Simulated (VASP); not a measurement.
# Al2O3: single point with PBEsol+D4

Crystal: Al2O3.

```xyz
5
Lattice="2.9786 0.0000 0.0000 -1.4893 2.5796 0.0000 0.0000 0.0000 7.3854" Properties=species:S:1:pos:R:3 pbc="T T T"
Al    0.0000    0.0000    2.0240
Al    0.0000    0.0000    5.3613
O     0.0000    1.7197    1.4296
O     1.4893    0.8599    5.9558
O     0.0000    0.0000    3.6927
```

| Quantity | Value |
| --- | --- |
| Program | VASP 6.6.1 |
| Task | single point |
| Functional | PBEsol |
| Dispersion | D4 |
| Potentials or basis | VASP PAW PBE potentials, release 64 (Al, O) |
| Cutoff | 520 eV |
| k mesh | 12 × 12 × 4 |
| Occupations | gaussian, width 0.01 eV |
| Spin | no spin polarisation |
| Dipole correction | no |
| Further INCAR settings | ALGO = Normal; EDIFF = 1e-06; NBANDS = 20 |

```
Pressure                   : 0.3 GPa
Largest force              : 0.092 eV/Å
Band gap on the k mesh     : 2.40 eV
Dispersion energy per atom : -0.119 eV
```

Forces on the atoms (eV/Å):
```
Al   0.000  0.000 -0.092
Al   0.000  0.000  0.092
O    0.000  0.000  0.000
O    0.000  0.000  0.000
O    0.000  0.000  0.000
```

Stress tensor (GPa, compression positive):
```
0.14 0.00 0.00
0.00 0.14 0.00
0.00 0.00 0.69
```

Levels at points of the mesh, in eV from the valence-band top:
| k point | band 9 | band 10 | band 11 | band 12 | band 13 | band 14 | band 15 | band 16 |
| --- | --- | --- | --- | --- | --- | --- | --- | --- |
| (0.00, 0.00, 0.00) | -3.79 | -2.36 | 0.00 | 0.00 | 2.40 | 4.51 | 7.45 | 10.61 |
| (0.50, 0.00, 0.00) | -3.67 | -3.20 | -1.89 | -0.52 | 4.43 | 6.23 | 8.28 | 9.14 |
| (0.00, 0.00, 0.50) | -3.72 | -3.28 | 0.00 | 0.00 | 3.38 | 3.53 | 8.18 | 8.97 |
| (0.50, 0.00, 0.50) | -3.55 | -3.50 | -1.80 | -0.52 | 4.98 | 5.50 | 8.25 | 8.75 |

Run time: 75 s on 1 thread of Intel(R) Xeon(R) Platinum 8259CL CPU @ 2.50GHz (Skylake/Cascade Lake) (shared host), peak memory 0.2 GiB.

Caveat: the PAW data sets were made with another functional, which shifts forces and pressure a little. A k mesh can miss the band edges.
